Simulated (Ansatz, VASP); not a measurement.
**Two plane-wave programs on Zr**

File INCAR:

```
SYSTEM = Zr
  PREC = Accurate
  ENCUT = 520
  EDIFF = 1E-6
  ISMEAR = -1
  SIGMA = 0.05
  LREAL = .FALSE.
  LASPH = .TRUE.
  NELM = 150
  ALGO = Normal
  ISIF = 2
  LWAVE = .FALSE.
  LCHARG = .FALSE.
  ISPIN = 2
  MAGMOM = 1 1
  LORBIT = 11
  LMAXMIX = 4
  GGA = PS
  NBANDS = 23
```

KPOINTS

```
regular mesh
0
G
  19 19 10
  0 0 0
```

POSCAR

```
Zr
1.0
    3.1448085807      0.0000000000      0.0000000000
   -1.5724042903      2.7234841210      0.0000000000
    0.0000000000      0.0000000000      5.0332787181
Zr
2
Direct
    0.3333333333      0.6666666667      0.2500000000
    0.6666666667      0.3333333333      0.7500000000
```

Input for Ansatz:

```yaml
crystal:
  lattice:
    - [3.1448085807, 0.0, 0.0]
    - [-1.5724042903, 2.723484121, 0.0]
    - [0.0, 0.0, 5.0332787181]
  atoms:
    - { symbol: Zr, position: [0.3333333333, 0.6666666667, 0.25], spin: 1.0 }
    - { symbol: Zr, position: [0.6666666667, 0.3333333333, 0.75], spin: 1.0 }
hamiltonian:
  xc: pbesol
  pseudopotentials:
    kind: paw
    azcp:
      Zr: "pseudopotentials/Zr.paw.azcp"
basis:
  ecutwfc: 420
  fft_grid_basis: typed
kpoints:
  mp_grid: { grid: [19, 19, 10], shift: [0, 0, 0] }
magnetization:
  spin_polarized: true
scf:
  occupations: { method: fermi_dirac, width: 0.05 }
output:
  stress: true
```

Alike in both runs: task single point; functional PBEsol; k mesh 19 × 19 × 10; occupations fermi-dirac, width 0.05 eV; collinear spin.

|  | VASP | Ansatz |
| --- | --- | --- |
| version | VASP 6.6.1 | Ansatz 0.2.0 |
| potentials or method | VASP PAW PBE potentials, release 64 (Zr_sv), cutoff 520 eV | plane waves (420 eV) with PAW, scalar-relativistic |
| valence electrons in the cell | 24 | 24 |

|  | VASP | Ansatz | Ansatz less VASP |
| --- | --- | --- | --- |
| pressure (GPa) | 4.4 | 4.4 | -0.05 |
| traceless stress, the component that is largest in VASP (GPa) | 0.56 | 0.56 | +0.002 |
| net moment per atom (μB) | 0.00 | 0.00 | 0.000 |

VASP's potentials were made for PBE, not for PBEsol, and Ansatz warns of the same on its side. Ansatz's warnings: seeded moment not kept.
